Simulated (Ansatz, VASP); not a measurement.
# H in VASP and in Ansatz

POSCAR

```
H
1.0
   -1.8183995552      1.8183995552      2.0584739900
    1.8183995552     -1.8183995552      2.0584739900
    1.8183995552      1.8183995552     -2.0584739900
H
2
Direct
    0.9098622900      0.9098622900      0.0000000000
    0.0901377100      0.0901377100      0.0000000000
```

Contents of INCAR.step1:

```
SYSTEM = H
ALGO = Normal
EDIFF = 1E-4
ENCUT = 520
GGA = PE
ISMEAR = 0
LASPH = .True.
LCHARG = .False.
LREAL = .False.
LWAVE = .True.
NBANDS = 8
NELM = 60
PREC = Accurate
SIGMA = 0.05
```

File INCAR.step2:

```
SYSTEM = H
ALGO = Normal
EDIFF = 1E-6
ENCUT = 520
ISIF = 2
ISMEAR = 0
ISTART = 1
LASPH = .True.
LCHARG = .False.
LMIXTAU = .True.
LREAL = .False.
LWAVE = .False.
METAGGA = R2SCAN
NBANDS = 8
NELM = 60
PREC = Accurate
SIGMA = 0.05
```

The input KPOINTS:

```
k-points
0
Gamma
  10 10 10
  0 0 0
```

Input for Ansatz:

```yaml
crystal:
  lattice:
    - [-1.8183995552, 1.8183995552, 2.05847399]
    - [1.8183995552, -1.8183995552, 2.05847399]
    - [1.8183995552, 1.8183995552, -2.05847399]
  atoms:
    - { symbol: H, position: [0.90986229, 0.90986229, 0.0] }
    - { symbol: H, position: [0.09013771, 0.09013771, 0.0] }
basis:
  ecutwfc: 500
kpoints:
  mp_grid: { grid: [10, 10, 10] }
hamiltonian:
  xc: r2scan
scf:
  occupations: { method: gaussian, width: 0.05 }
output:
  forces: true
  stress: true
  eigenvalues: true
```

Change from the starting cell: strain +0.0750 x Voigt [1, 1, 0, 0, 0, 0], atoms carried along.

Alike in both runs: task single point; functional r2SCAN; k mesh 10 × 10 × 10; occupations gaussian, width 0.05 eV; no spin polarisation.

|  | VASP | Ansatz |
| --- | --- | --- |
| version | VASP 6.6.1 | Ansatz 0.2.0 |
| potentials or method | VASP PAW PBE potentials, release 64 (H), cutoff 520 eV | scalar-relativistic, plane waves, PAW |
| valence electrons in the cell | 2 | 2 |

Ansatz gave:

* gap on the k mesh at the Fermi level (eV): 9.90
* least direct gap on the mesh (eV): 10.55
* pressure (GPa): 0.1
* rms of the force components (eV/Å): 0.005

What did VASP give for the same quantities?

gap on the k mesh at the Fermi level (eV): 9.91; least direct gap on the mesh (eV): 10.56; pressure (GPa): -0.1; rms of the force components (eV/Å): 0.003.

VASP's potentials were made for PBE, not for r2SCAN. Atom by atom the forces differ by 0.003 eV/Å (rms over components).
